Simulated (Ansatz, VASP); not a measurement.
# GaRe2Sb3 in VASP and in Ansatz

```xyz
6
Lattice="7.3972 0.0000 0.0000 -3.6986 6.4061 0.0000 0.0000 0.0000 4.7829" Properties=species:S:1:pos:R:3 pbc="T T T"
Ga    0.0000    0.0000    2.3915
Re    0.0000    4.2708    2.3915
Re    0.0000    4.2708    0.0000
Sb    2.2040    2.9982    2.3915
Sb    3.6986    0.4096    2.3915
Sb    5.1931    2.9982    2.3915
```

Alike in both runs: functional PBE; k mesh 3 × 3 × 4; occupations gaussian, width 0.1 eV; no spin polarisation.

Ansatz relaxed the structure, and its values are those at the end. VASP's run is a single point on that final structure, the one shown.

|  | VASP | Ansatz |
| --- | --- | --- |
| version | VASP 6.6.1 | Ansatz 0.2.0 |
| potentials or method | VASP PAW PBE potentials, release 64 (Ga_d, Re, Sb), cutoff 520 eV | scalar-relativistic, plane waves, PAW |
| valence electrons in the cell | 42 | 88 |

|  | VASP | Ansatz | Ansatz less VASP |
| --- | --- | --- | --- |
| gap on the k mesh at the Fermi level (eV) | none | none | - |
| pressure (GPa) | -0.3 | 0.0 | +0.28 |
| rms of the force components (eV/Å) | 0.011 | 0.003 | -0.0082 |

A gap of «none» marks a metal or a gap that the smearing closes. With one functional, cell and mesh, what is left measures potentials, basis and numerics. VASP's potentials hold 42 valence electrons a cell and Ansatz's 88, so a difference there can come from the potentials and not from the codes.

Spin-orbit coupling is off throughout.
